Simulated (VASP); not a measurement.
Crystal: Ge.

```
CELL_PARAMETERS angstrom
-2.57449 2.57449 1.39741
2.57449 -2.57449 1.39741
2.57449 2.57449 -1.39741
ATOMIC_POSITIONS crystal
Ge 0.50000 0.50000 0.00000
Ge 0.25000 0.75000 0.50000
```

* Program: VASP 6.6.1
* Task: relaxation of cell and atoms
* Functional: PBEsol
* Dispersion: D3(BJ)
* Potentials or basis: VASP PAW PBE potentials, release 64 (Ge_d)
* Cutoff: 600 eV
* k mesh: 11 × 11 × 11
* Occupations: fermi-dirac, width 0.05 eV
* Spin: no spin polarisation

At the start: pressure -3.5 GPa; volume 18.52 Å³/atom.

Where does the relaxation end?

Over 3 steps the energy falls by 9.5 meV/atom and the volume is 17.70 Å³/atom (-4.5 %); space group I4_1/amd (No. 141, to 0.1 Å) before and after.

The path:
| step | energy change (eV) | largest force (eV/Å) | pressure (GPa) | volume (Å³) |
| --- | --- | --- | --- | --- |
| 1 | 0.0000 | 0.0000 | -3.54 | 37.05 |
| 2 | -0.0172 | 0.0000 | 1.24 | 34.90 |
| 3 | -0.0191 | 0.0000 | 0.07 | 35.39 |

Final structure:
```
Ge
1.0
    -2.53645    2.53645    1.37524
     2.53645   -2.53645    1.37524
     2.53645    2.53645   -1.37524
Ge
2
Direct
  0.50000 0.50000 0.00000
  0.25000 0.75000 0.50000
```

Caveat: the PAW data sets were made with another functional, which shifts forces and pressure a little.
